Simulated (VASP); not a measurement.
Runs of VASP 6.6.1 on Te2Mo. The structure is that of space group P-3m1 (No. 164), or close to it. The cells are those of the table. 

| task | level | potentials or basis | cell | cutoff (eV) | gap on the mesh (eV) | largest force (eV/Å) |
| --- | --- | --- | --- | --- | --- | --- |
| single point | LDA | VASP PAW LDA potentials, release 64 (Te, Mo_sv) | a = 3.630, b = 3.630, c = 25.298 Å, angles 90.0, 90.0, 120.0°, 6 atoms | 520 | (a) | 1.09 |
| single point | PBEsol | VASP PAW PBE potentials, release 64 (Te, Mo_sv) | a = 3.584, b = 3.584, c = 24.976 Å, angles 90.0, 90.0, 120.0°, 6 atoms | 520 | (b) | 0.41 |
| single point | LDA | VASP PAW LDA potentials, release 64 (Te, Mo_sv) | a = 3.607, b = 3.607, c = 25.138 Å, angles 90.0, 90.0, 120.0°, 6 atoms | 520 | 0.96 | 0.87 |
| relaxation of cell and atoms | r2SCAN | VASP PAW PBE potentials, release 64 (Te, Mo_sv) | relaxed from a = 3.560, b = 3.560, c = 24.811 Å, angles 90.0, 90.0, 120.0°, 6 atoms | 600 | 1.09 | 0.01 |
| single point | PBEsol | VASP PAW PBE potentials, release 64 (Te, Mo_sv) | a = 3.607, b = 3.607, c = 25.138 Å, angles 90.0, 90.0, 120.0°, 6 atoms | 520 | 0.97 | 0.66 |

Alike in all rows: no spin polarisation; k mesh 9 × 9 × 2; smearing fermi-dirac 0.05 eV.

Q: Fill in the values left out.

A: (a) 0.94; (b) 0.99.

Caveats: there is no dipole correction, which matters where the two faces differ; spin-orbit coupling is left out, which moves the levels of the heavy elements; the PAW data sets were made with another functional, which shifts forces and pressure a little (at least some runs); the relaxation moved the vacuum too, so the length across it says nothing of the material (at least some runs).

A k mesh can miss the band edges, and the runs leave out spin-orbit coupling on Mo, Te.
